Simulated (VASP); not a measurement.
Here is a VASP 6.6.1 calculation.

The input INCAR:

```
SYSTEM = N
ALGO     = Normal         ! electronic algorithm
EDIFF    = 1E-6           ! SCF threshold, eV
ENCUT    = 600            ! plane-wave cutoff, eV
GGA      = PS             ! functional
GGA_COMPAT= .FALSE.      
ISIF     = 2              ! what is computed and relaxed
ISMEAR   = 0              ! smearing method
LASPH    = .TRUE.         ! aspherical terms in the spheres
LCHARG   = .FALSE.        ! write CHGCAR
LREAL    = .FALSE.        ! projectors in reciprocal space
LWAVE    = .FALSE.        ! write WAVECAR
NBANDS   = 8              ! bands
NELM     = 120            ! most SCF steps
PREC     = Accurate       ! precision mode
SIGMA    = 0.1            ! smearing width, eV
```

The input KPOINTS:

```
k-points
0
G
  8 8 8
  0 0 0
```

The input POSCAR:

```
N
1.0
    0.0000000000      1.8088323787      1.8088323787
    1.8088323787      0.0000000000      1.8088323787
    1.8088323787      1.8088323787      0.0000000000
N
1
Direct
    0.0000000000      0.0000000000      0.0000000000
```

Potentials or basis: VASP PAW PBE potentials, release 64 (N).

The run is started by

```sh
$ cat potpaw_PBE.64/N/POTCAR > POTCAR
$ mpirun -np 1 vasp_std > vasp.out
```

What does it give for the pressure?

-35.7 GPa.

Caveat: the k points lie up to 0.38 Å⁻¹ apart; the PAW data sets were made with another functional, which shifts forces and pressure a little.
